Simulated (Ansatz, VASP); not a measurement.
**Two plane-wave programs on Hf**

```
Hf
1.0
     0.00000    3.27316    3.27316
     3.27316    0.00000    3.27316
     3.27316    3.27316    0.00000
Hf
2
Direct
  0.00000 0.00000 0.00000
  0.25000 0.25000 0.25000
```

Alike in both runs: functional PBE; k mesh 14 × 14 × 14; occupations gaussian, width 0.1 eV; no spin polarisation.

Ansatz relaxed the structure, and its values are those at the end. VASP's run is a single point on that final structure, the one shown.

|  | VASP | Ansatz |
| --- | --- | --- |
| version | VASP 6.6.1 | Ansatz 0.2.0 |
| potentials or method | VASP PAW PBE potentials, release 64 (Hf_pv), cutoff 520 eV | scalar-relativistic, plane waves, PAW |
| valence electrons in the cell | 20 | 52 |

```tsv
	VASP	Ansatz	Ansatz less VASP
gap on the k mesh at the Fermi level (eV)	none	none	-
pressure (GPa)	-0.2	0.0	+0.22
```

A gap of «none» marks a metal or a gap that the smearing closes. The functional is the same, so the differences come from potentials, cutoffs and numerics. VASP's potentials hold 20 valence electrons a cell and Ansatz's 52, so a difference there can come from the potentials and not from the codes.

Neither program's run includes spin-orbit coupling.
